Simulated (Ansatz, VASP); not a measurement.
This is a calculation of AlN for VASP 6.6.1.

The input INCAR:

```
PREC = Accurate
ENCUT = 600
EDIFF = 1E-6
ISMEAR = -1
SIGMA = 0.05
LREAL = F
LASPH = T
NELM = 100
ALGO = Normal
ISIF = 3
LWAVE = F
LCHARG = F
GGA = PS
IBRION = 2
NSW = 80
EDIFFG = -0.02
```

KPOINTS

```
Automatic mesh
0
Gamma
  10 10 10
```

The input POSCAR:

```
AlN
1.0
    0.0000000000      2.1839935596      2.1839935596
    2.1839935596      0.0000000000      2.1839935596
    2.1839935596      2.1839935596      0.0000000000
Al N
1 1
Direct
    0.0000000000      0.0000000000      0.0000000000
    0.2500000000      0.2500000000      0.2500000000
```

Potentials or basis: VASP PAW PBE potentials, release 64 (Al, N).

Run with:

```sh
$ cat potpaw_PBE.64/Al/POTCAR potpaw_PBE.64/N/POTCAR > POTCAR
$ mpirun -np 1 vasp_std > vasp.out
```

**Question.** Translate it to Ansatz 0.2.0. Potentials there: all-electron LAPW, scalar-relativistic.

**Answer.** As run (the cutoff follows the program's own potentials):

The input input.yaml:

```yaml
crystal:
  lattice:
    - [0.0, 2.1839935596, 2.1839935596]
    - [2.1839935596, 0.0, 2.1839935596]
    - [2.1839935596, 2.1839935596, 0.0]
  atoms:
    - { symbol: Al, position: [0.0, 0.0, 0.0] }
    - { symbol: "N", position: [0.25, 0.25, 0.25] }
kpoints:
  mp_grid: { grid: [10, 10, 10] }
scf:
  occupations: { method: fermi_dirac, width: 0.05 }
hamiltonian:
  xc: pbesol
  pseudopotentials: { kind: all_electron, lapw: { basis_error: 0.001 } }
output:
  forces: true
  stress: true
relax:
  f_tol: 0.02
  max_steps: 60
  cell: {}
```

Potentials or basis: all-electron LAPW, scalar-relativistic.

Run with:

```console
$ ansatz run input.yaml --threads 1 --pin off --max-ram 3072MiB --backend cpu --events-out ev --progress --plain --runs-dir out
```

Both were run:

|  | VASP | Ansatz | Ansatz less VASP |
| --- | --- | --- | --- |
| relaxed volume (Å³/atom) | 10.48 | 10.48 | 0.000 |
| relaxed cell length with the largest relative difference (Å) | 3.095 | 3.095 | 0.0000 |

VASP's potentials were made for PBE, not for PBEsol. Ansatz ran all-electron here, and VASP with PAW potentials.
